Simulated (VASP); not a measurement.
Runs of VASP 6.6.1 on BeCd3S2. The structure is that of space group P6/mmm (No. 191), or close to it. The cells are those of the table. 

```csv
task,cell,k mesh,cutoff (eV),gap on the mesh (eV),pressure (GPa),relaxed volume (Å³/atom)
relaxation of cell and atoms,"relaxed from a = 6.418, b = 6.418, c = 3.368 Å, angles 90.0, 90.0, 120.0°, 6 atoms",3 × 3 × 6,600,none,-0.1,(a)
single point,"a = 6.828, b = 6.828, c = 3.758 Å, angles 90.0, 90.0, 120.0°, 6 atoms",3 × 3 × 6,520,none,0.4,-
single point,"a = 6.418, b = 6.418, c = 3.368 Å, angles 90.0, 90.0, 120.0°, 6 atoms",3 × 3 × 6,520,none,(b),-
relaxation of cell and atoms,"relaxed from a = 6.828, b = 6.828, c = 3.758 Å, angles 90.0, 90.0, 120.0°, 6 atoms",6 × 6 × 10,600,none,0.0,25.36
single point,"a = 6.821, b = 6.821, c = 3.756 Å, angles 90.0, 90.0, 120.0°, 6 atoms",6 × 6 × 10,520,none,0.3,-
```

Alike in all rows: level PBE; potentials or basis VASP PAW PBE potentials, release 64 (Be, Cd, S); no spin polarisation; smearing gaussian 0.1 eV.

**Question.** Estimate the missing entries.

**Answer.** (a) 25.55; (b) 18.0.

Caveats: some runs use coarse meshes; the volume moved by over 15 % at a fixed basis, so the end points are rough (some runs).

A k mesh can miss the band edges, and the runs leave out spin-orbit coupling on Cd.

A gap of «none» marks levels without a gap at the run's occupations.
